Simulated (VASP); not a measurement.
# Al3Ni4F in VASP: notebook

Runs on Al3Ni4F. Level: PBEsol. Tasks: single point.

Program: VASP 6.6.1. These are calculated values, not measurements. Logs are shortened: lines on timing, memory, paths and dates and some standing lists are left out, and cuts for length are marked.

### Step 1. The cell of the first run

The cell holds a slab with vacuum, 8 atoms: a = 2.862 Å, b = 2.862 Å, c = 27.586 Å, α = 90.00°, β = 90.00°, γ = 90.00°.

### Step 2. Single point, PBEsol

INCAR

```
PREC     = Accurate       # precision mode
ENCUT    = 520            # plane-wave cutoff, eV
EDIFF    = 1E-6           # SCF threshold, eV
ISMEAR   = 0              # smearing method
SIGMA    = 0.1            # smearing width, eV
LREAL    = False          # projectors in reciprocal space
LASPH    = True           # aspherical terms in the spheres
NELM     = 60             # most SCF steps
ALGO     = Normal         # electronic algorithm
ISIF     = 2              # what is computed and relaxed
LWAVE    = False          # write WAVECAR
LCHARG   = False          # write CHGCAR
LDIPOL   = True         
IDIPOL   = 3            
DIPOL    = 0.5 0.5 0.489
GGA      = PS             # functional
NBANDS   = 38             # bands
```

KPOINTS

```
regular mesh
0
Gamma
  10 10 1
```

POSCAR

```
Al3Ni4F
1.0
    2.8621655520      0.0000000000      0.0000000000
    0.0000000000      2.8621655520      0.0000000000
    0.0000000000      0.0000000000     27.5864966560
Ni Al F
4 3 1
Direct
    0.5000000000      0.5000000000      0.3081217636
    0.5000000000      0.5000000000      0.4118741750
    0.5000000000      0.5000000000      0.5139105180
    0.5000000000      0.5000000000      0.6121109903
    0.0000000000      0.0000000000      0.3599979693
    0.0000000000      0.0000000000      0.4625545756
    0.0000000000      0.0000000000      0.5660867378
    0.5000000000      0.5000000000      0.6734854354
```

Potentials or basis: VASP PAW PBE potentials, release 64 (Ni, Al, F).

Run with:

```sh
cat potpaw_PBE.64/Ni/POTCAR potpaw_PBE.64/Al/POTCAR potpaw_PBE.64/F/POTCAR > POTCAR
mpirun -np 1 vasp_std > vasp.out
```

OUTCAR:

```text
PREC = Accurate
   ENCUT = 520
   EDIFF = 1E-6
   ISMEAR = 0
   LREAL = False
   LASPH = True
   NELM = 60
   ISIF = 2
   GGA = PS

 ion  position               nearest neighbor table
   1  0.500  0.500  0.308-   5 2.48   5 2.48   5 2.48   5 2.48   2 2.86
   2  0.500  0.500  0.412-   6 2.46   6 2.46   6 2.46   6 2.46   5 2.48   5 2.48   5 2.48   5 2.48
                             3 2.81   1 2.86
   3  0.500  0.500  0.514-   6 2.47   6 2.47   6 2.47   6 2.47   7 2.48   7 2.48   7 2.48   7 2.48
                             4 2.71   2 2.81
   4  0.500  0.500  0.612-   8 1.69   7 2.39   7 2.39   7 2.39   7 2.39   3 2.71
   5  0.000  0.000  0.360-   1 2.48   1 2.48   1 2.48   1 2.48   2 2.48   2 2.48   2 2.48   2 2.48
                             6 2.83
   6  0.000  0.000  0.463-   2 2.46   2 2.46   2 2.46   2 2.46   3 2.47   3 2.47   3 2.47   3 2.47
                             5 2.83   7 2.86
   7  0.000  0.000  0.566-   4 2.39   4 2.39   4 2.39   4 2.39   3 2.48   3 2.48   3 2.48   3 2.48
                             6 2.86
   8  0.500  0.500  0.673-   4 1.69

  LATTYP: Found a simple tetragonal cell.
 ALAT       =     2.8621655520
 C/A-ratio  =     9.6383301926

  Lattice vectors:

 A1 = (   2.8621655520,   0.0000000000,   0.0000000000)
 A2 = (   0.0000000000,   2.8621655520,   0.0000000000)
 A3 = (   0.0000000000,   0.0000000000,  27.5864966560)

Analysis of symmetry for initial positions (statically):
=====================================================================
 Subroutine PRICEL returns:
 Original cell was already a primitive cell.

 Routine SETGRP: Setting up the symmetry group for a
 simple tetragonal supercell.

 Subroutine GETGRP returns: Found  8 space group operations
 (whereof  8 operations were pure point group operations)
 out of a pool of 16 trial point group operations.

The static configuration has the point symmetry C_4v.

Analysis of symmetry for dynamics (positions and initial velocities):
=====================================================================
 Subroutine PRICEL returns:
 Original cell was already a primitive cell.

 Routine SETGRP: Setting up the symmetry group for a
 simple tetragonal supercell.

 Subroutine GETGRP returns: Found  8 space group operations
 (whereof  8 operations were pure point group operations)
 out of a pool of 16 trial point group operations.

The dynamic configuration has the point symmetry C_4v.

 Subroutine INISYM returns: Found  8 space group operations
 (whereof  8 operations are pure point group operations),
 and found     1 'primitive' translations

[... 119 lines left out ...]
   IALGO  =     38    algorithm
   IMIX   =      4    mixing-type and parameters
     AMIX     =   0.40;   BMIX     =  1.00
     AMIX_MAG =   1.60;   BMIX_MAG =  1.00
  volume/ion in A,a.u.               =      28.25       190.63
  Fermi-wavevector in a.u.,A,eV,Ry     =   1.028274  1.943156 14.386083  1.057347
  Thomas-Fermi vector in A             =   2.162262
   LORBIT       =      0    0 simple, 1 ext, 2 COOP (PROOUT), +10 PAW based schemes
   GGA     = PS    functional components
   LHFCALC =     F    Hartree Fock is set to
   AEXX    =    0.0000 exact exchange contribution
   IVDW    =     0    specifies the selected vdW correction
   LEPSILON=     F    determine dielectric tensor
   LRPA    =     F    only Hartree local field effects (RPA)
 non-spin polarized calculation
 Gauss-broadening in eV      SIGMA  =   0.10
  energy-cutoff  :      520.00
  volume of cell :      225.99
 maximum number of plane-waves:      6141
 NGX is ok and might be reduce to    24
   NGX = 11   NGY = 11   NGZ =103

 dipolmoment           0.000000      0.000000     -0.049682 electrons x Angstroem

 number of electron      56.0000022 magnetization

 dipolmoment           0.000000      0.000000      0.219449 electrons x Angstroem

 Free energy of the ion-electron system (eV)
  ---------------------------------------------------
  ext. energy  EPLUGINS =         0.00000000
  ---------------------------------------------------
  free energy    TOTEN  =       -42.71842283 eV

  energy without entropy =      -42.69352028  energy(sigma->0) =      -42.70597155

 E-fermi :  -0.8026     XC(G=0):  -5.5397

 val. band max:       -0.8061572991   @ k =   0.4000   0.3000   0.0000
 cond. band min:      -0.7669849371   @ k =   0.5000   0.2000   0.0000
 fundamental gap:      0.0391723620
 Fermi energy:        -0.8025876465

 k-point     1 :       0.0000    0.0000    0.0000
  band No.  band energies     occupation
      1     -22.0608      2.00000
      2     -11.7161      2.00000
      3     -10.5574      2.00000
      4      -8.8711      2.00000
      5      -6.7726      2.00000
      6      -5.1321      2.00000
[... 850 lines left out ...]
     37       2.4836      0.00000
     38       3.2111      0.00000

------------------------ aborting loop because EDIFF is reached ----------------------------------------

 vacuum level on the upper side and lower side of the slab       (xc-potential included)         2.368        -2.387

  FORCE on cell =-STRESS in cart. coord.  units (eV):
  Direction    XX          YY          ZZ          XY          YZ          ZX
  --------------------------------------------------------------------------------------
  -------------------------------------------------------------------------------------
  Total       -1.2729399     -1.2729399     -0.2752223      0.0000000      0.0000000     -0.0000000
  in kB       -9.0246928     -9.0246928     -1.9512288      0.0000000      0.0000000     -0.0000000
  external PRESSURE =      -6.6668714 kB  Pullay stress =       0.0000000 kB

 VOLUME and BASIS-vectors are now :
 -----------------------------------------------------------------------------
  energy-cutoff  :      520.00
  volume of cell :      225.99
      direct lattice vectors                 reciprocal lattice vectors
     2.862165552  0.000000000  0.000000000     0.349385800  0.000000000  0.000000000
     0.000000000  2.862165552  0.000000000     0.000000000  0.349385800  0.000000000
     0.000000000  0.000000000 27.586496656     0.000000000  0.000000000  0.036249619

 POSITION                                       TOTAL-FORCE (eV/Angst)
 -----------------------------------------------------------------------------------
      1.43108      1.43108      8.50000        -0.000000     -0.000000      0.700169
      1.43108      1.43108     11.36217        -0.000000     -0.000000      0.340904
      1.43108      1.43108     14.17699         0.000000      0.000000      0.002336
      1.43108      1.43108     16.88600        -0.000000     -0.000000     -0.093585
      0.00000      0.00000      9.93108        -0.000000     -0.000000     -1.052298
      0.00000      0.00000     12.76026        -0.000000     -0.000000     -0.002749
      0.00000      0.00000     15.61635        -0.000000     -0.000000      0.001595
      1.43108      1.43108     18.57910        -0.000000     -0.000000      0.103628
 -----------------------------------------------------------------------------------
    total drift:                                0.000000     -0.000000     -0.001361

  FREE ENERGIE OF THE ION-ELECTRON SYSTEM (eV)
  ---------------------------------------------------
  free  energy   TOTEN  =       -42.7184228264 eV

  energy  without entropy=      -42.6935202829  energy(sigma->0) =      -42.70597155

 vacuum level on the upper side and lower side of the slab         8.764         3.914
```

Run time: 10 min. Hardware: 1 thread of Intel Xeon 6975P-C, shared host; peak memory 0.44 GiB.

What came out:

```
Free energy            : -42.7184 eV
Largest force          : 1.052 eV/Å
Band gap on the k mesh : zero (band 28 reaches -0.41 eV, above the bottom of band 29 at -1.10 eV)
```

Forces in eV/Å, atoms in the order of the input:
```
Ni   0.000  0.000  0.700
Ni   0.000  0.000  0.341
Ni   0.000  0.000  0.002
Ni   0.000  0.000 -0.094
Al   0.000  0.000 -1.052
Al   0.000  0.000 -0.003
Al   0.000  0.000  0.002
F    0.000  0.000  0.104
```

Levels at points of the mesh, in eV from the Fermi level:
```tsv
k point	band 25	band 26	band 27	band 28	band 29	band 30	band 31	band 32
(0.00, 0.00, 0.00)	-0.66	-0.54	-0.40	-0.40	0.32	1.97	3.78	4.92
(0.50, 0.00, 0.00)	-0.76	-0.74	-0.69	-0.29	-0.19	-0.08	0.42	2.06
(0.50, 0.50, 0.00)	-0.16	0.06	0.39	0.39	1.55	1.81	2.15	2.32
```

Caveat: the PAW data sets were made with another functional, which shifts forces and pressure a little; the run has no spin polarisation, though such a crystal can be magnetic. Spin polarisation is off, so any magnetic state and its effect on volume and gap are missing.

### Step 3. Single point, PBEsol

INCAR

```
ALGO = Normal ; DIPOL = 0.5 0.5 0.485
EDIFF = 1E-7 ; ENCUT = 520
GGA = PS ; IDIPOL = 3
ISIF = 2 ; ISMEAR = 0
LASPH = T ; LCHARG = F
LDIPOL = T ; LREAL = F
LWAVE = F ; NBANDS = 38
NELM = 100 ; PREC = Accurate
SIGMA = 0.1
```

KPOINTS

```
k-points
0
Gamma
  10 10 1
```

POSCAR

```
Al3Ni4F
1.0
    2.8621655520      0.0000000000      0.0000000000
    0.0000000000      2.8621655520      0.0000000000
    0.0000000000      0.0000000000     27.5864966560
Ni Al F
4 3 1
Direct
    0.5000000000      0.5000000000      0.3081217636
    0.5000000000      0.5000000000      0.4118741750
    0.5000000000      0.5000000000      0.5143263380
    0.5000000000      0.5000000000      0.6096109209
    0.0000000000      0.0000000000      0.3599979693
    0.0000000000      0.0000000000      0.4627097749
    0.0000000000      0.0000000000      0.5668039471
    0.0000000000      0.0000000000      0.6466711625
```

Potentials or basis: VASP PAW PBE potentials, release 64 (Ni, Al, F).

Run with:

```sh
cat potpaw_PBE.64/Ni/POTCAR potpaw_PBE.64/Al/POTCAR potpaw_PBE.64/F/POTCAR > POTCAR
mpirun -np 1 vasp_std > vasp.out
```

OUTCAR:

```text
EDIFF = 1E-7
   ENCUT = 520
   GGA = PS
   ISIF = 2
   ISMEAR = 0
   LASPH = T
   LREAL = F
   NELM = 100
   PREC = Accurate

 ion  position               nearest neighbor table
   1  0.500  0.500  0.308-   5 2.48   5 2.48   5 2.48   5 2.48   2 2.86
   2  0.500  0.500  0.412-   6 2.46   6 2.46   6 2.46   6 2.46   5 2.48   5 2.48   5 2.48   5 2.48
                             3 2.83   1 2.86
   3  0.500  0.500  0.514-   6 2.47   6 2.47   6 2.47   6 2.47   7 2.49   7 2.49   7 2.49   7 2.49
                             4 2.63   2 2.83
   4  0.500  0.500  0.610-   8 2.27   8 2.27   8 2.27   8 2.27   7 2.34   7 2.34   7 2.34   7 2.34
                             3 2.63
   5  0.000  0.000  0.360-   1 2.48   1 2.48   1 2.48   1 2.48   2 2.48   2 2.48   2 2.48   2 2.48
                             6 2.83
   6  0.000  0.000  0.463-   2 2.46   2 2.46   2 2.46   2 2.46   3 2.47   3 2.47   3 2.47   3 2.47
                             5 2.83   7 2.87
   7  0.000  0.000  0.567-   8 2.20   4 2.34   4 2.34   4 2.34   4 2.34   3 2.49   3 2.49   3 2.49
                             3 2.49   6 2.87
   8  0.000  0.000  0.647-   7 2.20   4 2.27   4 2.27   4 2.27   4 2.27

  LATTYP: Found a simple tetragonal cell.
[... 1061 lines left out ...]
     37       4.0171      0.00000
     38       4.3651      0.00000

------------------------ aborting loop because EDIFF is reached ----------------------------------------

 vacuum level on the upper side and lower side of the slab       (xc-potential included)         0.814        -1.124

  FORCE on cell =-STRESS in cart. coord.  units (eV):
  Direction    XX          YY          ZZ          XY          YZ          ZX
  --------------------------------------------------------------------------------------
  -------------------------------------------------------------------------------------
  Total       -0.5691882     -0.5691882     -0.5336095      0.0000000      0.0000000     -0.0000000
  in kB       -4.0353426     -4.0353426     -3.7831025      0.0000000      0.0000000     -0.0000000
  external PRESSURE =      -3.9512625 kB  Pullay stress =       0.0000000 kB

 VOLUME and BASIS-vectors are now :
 -----------------------------------------------------------------------------
  energy-cutoff  :      520.00
  volume of cell :      225.99
      direct lattice vectors                 reciprocal lattice vectors
     2.862165552  0.000000000  0.000000000     0.349385800  0.000000000  0.000000000
     0.000000000  2.862165552  0.000000000     0.000000000  0.349385800  0.000000000
     0.000000000  0.000000000 27.586496656     0.000000000  0.000000000  0.036249619

 POSITION                                       TOTAL-FORCE (eV/Angst)
 -----------------------------------------------------------------------------------
      1.43108      1.43108      8.50000         0.000000      0.000000      0.718695
      1.43108      1.43108     11.36217        -0.000000      0.000000      0.332470
      1.43108      1.43108     14.18846         0.000000      0.000000     -0.011826
      1.43108      1.43108     16.81703         0.000000     -0.000000      0.051460
      0.00000      0.00000      9.93108         0.000000      0.000000     -1.054236
      0.00000      0.00000     12.76454         0.000000      0.000000     -0.006286
      0.00000      0.00000     15.63614         0.000000      0.000000     -0.005425
      0.00000      0.00000     17.83939         0.000000      0.000000     -0.024851
 -----------------------------------------------------------------------------------
    total drift:                                0.000000     -0.000000      0.001005

  FREE ENERGIE OF THE ION-ELECTRON SYSTEM (eV)
  ---------------------------------------------------
  free  energy   TOTEN  =       -43.0761399867 eV

  energy  without entropy=      -43.0576382869  energy(sigma->0) =      -43.06688914

 vacuum level on the upper side and lower side of the slab         6.704         4.728
```

Run time: 12 min. Hardware: 1 thread of Intel Xeon 6975P-C, shared host; peak memory 0.44 GiB.

Results:

```
Free energy            : -43.0761 eV
Largest force          : 1.054 eV/Å
Band gap on the k mesh : zero (band 28 reaches 0.72 eV, above the bottom of band 29 at -0.06 eV)
```

Forces on the atoms (eV/Å):
```
Ni   0.000  0.000  0.719
Ni   0.000  0.000  0.332
Ni   0.000  0.000 -0.012
Ni   0.000  0.000  0.051
Al   0.000  0.000 -1.054
Al   0.000  0.000 -0.006
Al   0.000  0.000 -0.005
F    0.000  0.000 -0.025
```

Levels at points of the mesh, in eV from the Fermi level:
| k point | band 25 | band 26 | band 27 | band 28 | band 29 | band 30 | band 31 | band 32 |
| --- | --- | --- | --- | --- | --- | --- | --- | --- |
| (0.00, 0.00, 0.00) | -0.80 | -0.67 | -0.65 | -0.54 | 0.06 | 1.59 | 3.44 | 4.80 |
| (0.50, 0.00, 0.00) | -0.77 | -0.75 | -0.72 | -0.53 | -0.20 | -0.10 | 1.55 | 2.05 |
| (0.50, 0.50, 0.00) | -0.16 | -0.12 | 0.52 | 0.52 | 1.53 | 1.88 | 2.15 | 2.46 |

Caveat: the PAW data sets were made with another functional, which shifts forces and pressure a little; the run has no spin polarisation, though such a crystal can be magnetic.
